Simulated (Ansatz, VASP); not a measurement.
Rh in VASP and in Ansatz

The input POSCAR:

```
Rh
1.0
    0.0000000000      1.8445035000      1.8445035000
    1.8445035000      0.0000000000      1.8445035000
    1.8445035000      1.8445035000      0.0000000000
Rh
1
Direct
    0.0000000000      0.0000000000      0.0000000000
```

The input INCAR.step1:

```
SYSTEM = Rh
PREC = Accurate
ENCUT = 520
ISMEAR = 0
SIGMA = 0.15
LREAL = .False.
LASPH = .True.
NELM = 60
NBANDS = 14
GGA = PE
ALGO = Normal
EDIFF = 1E-4
LWAVE = .True.
LCHARG = .False.
```

INCAR.step2

```
SYSTEM = Rh
PREC = Accurate
ENCUT = 520
EDIFF = 1E-6
ISMEAR = 0
SIGMA = 0.15
LREAL = .False.
LASPH = .True.
NELM = 60
ALGO = Normal
ISIF = 2
LWAVE = .False.
LCHARG = .True.
METAGGA = R2SCAN
LMIXTAU = .True.
LELF = .True.
LVHAR = .True.
NBANDS = 14
ISTART = 1
```

The input KPOINTS:

```
regular mesh
0
Gamma
  8 8 8
  0 0 0
```

Input for Ansatz:

```yaml
crystal:
  lattice:
    - [0.0, 1.8445035, 1.8445035]
    - [1.8445035, 0.0, 1.8445035]
    - [1.8445035, 1.8445035, 0.0]
  atoms:
    - { symbol: Rh, position: [0.0, 0.0, 0.0] }
basis:
  ecutwfc: 500
kpoints:
  mp_grid: { grid: [8, 8, 8] }
hamiltonian:
  xc: r2scan
scf:
  occupations: { method: gaussian, width: 0.15 }
output:
  forces: true
  stress: true
  eigenvalues: true
```

Change from the starting cell: strain -0.030 along x and y, -0.030 along z, atoms carried along.

Alike in both runs: task single point; functional r2SCAN; k mesh 8 × 8 × 8; occupations gaussian, width 0.15 eV; no spin polarisation.

|  | VASP | Ansatz |
| --- | --- | --- |
| version | VASP 6.6.1 | Ansatz 0.2.0 |
| potentials or method | VASP PAW PBE potentials, release 64 (Rh_pv), cutoff 520 eV | scalar-relativistic, plane waves, PAW |
| valence electrons in the cell | 15 | 17 |

Ansatz gave:

* gap on the k mesh at the Fermi level (eV): none
* pressure (GPa): 32.4

**Question.** Which values does VASP return?

**Answer.** gap on the k mesh at the Fermi level (eV): none; pressure (GPa): 34.3.

VASP's potentials were made for PBE, not for r2SCAN. A gap of «none» marks a metal or a gap that the smearing closes. Both programs put the cell under a high pressure, so it lies far from rest at this level. VASP's potentials hold 15 valence electrons a cell and Ansatz's 17, so a difference there can come from the potentials and not from the codes.

The k mesh is coarse, so the values compare programs but aren't converged.
